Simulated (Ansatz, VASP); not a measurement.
## One calculation of MgO, two programs

```
Mg O
1.0
     0.00000    2.12685    2.12685
     2.12685    0.00000    2.12685
     2.12685    2.12685    0.00000
Mg O
1 1
Direct
  0.00000 0.00000 0.00000
  0.50000 0.50000 0.50000
```

Alike in both runs: task single point; functional PBE; k mesh 8 × 8 × 8; no spin polarisation.

|  | VASP | Ansatz |
| --- | --- | --- |
| version | VASP 6.6.1 | Ansatz 0.2.0 |
| potentials or method | VASP PAW PBE potentials, release 64 (Mg_sv, O) | plane waves, PAW |
| plane-wave cutoff (eV) | 840 | 420 |
| occupations | gaussian, width 0.01 eV | fixed |
| valence electrons in the cell | 16 | 16 |

```csv
,VASP,Ansatz,Ansatz less VASP
gap on the k mesh at the Fermi level (eV),4.46,4.46,+0.003
pressure (GPa),0.1,0.0,-0.04
```
